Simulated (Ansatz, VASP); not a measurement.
## Si3N4 in VASP and in Ansatz

```xyz
14
Lattice="-3.1277 3.1277 3.1277 3.1277 -3.1277 3.1277 3.1277 3.1277 -3.1277" Properties=species:S:1:pos:R:3 pbc="T T T"
Si    2.3457    3.1277   -1.5638
Si   -1.5638    2.3457    3.1277
Si    0.7819    3.1277    1.5638
Si    1.5638    0.7819    3.1277
Si    3.1277   -1.5638    2.3457
Si    3.1277    1.5638    0.7819
N     1.7355    1.7355    1.7355
N     0.1717   -0.1717    2.9560
N     1.3922    4.5198   -1.3922
N     2.9560    0.1717   -0.1717
N    -1.3922    1.3922    4.5198
N     0.1717    0.1717    0.1717
N     4.5198   -1.3922    1.3922
N    -0.1717    2.9560    0.1717
```

Alike in both runs: task relaxation of the atoms; functional PBEsol; k mesh 6 × 6 × 6; occupations gaussian, width 0.02 eV; no spin polarisation.

|  | VASP | Ansatz |
| --- | --- | --- |
| version | VASP 6.6.1 | Ansatz 0.2.0 |
| potentials or method | VASP PAW PBE potentials, release 64 (Si, N), cutoff 520 eV | scalar-relativistic, plane waves, PAW |
| valence electrons in the cell | 64 | 64 |

```tsv
	VASP	Ansatz	Ansatz less VASP
gap on the k mesh at the Fermi level, each at its own relaxed structure (eV)	4.03	4.04	+0.012
```

VASP's potentials were made for PBE, not for PBEsol. Ansatz's warnings: stress scf threshold loose.
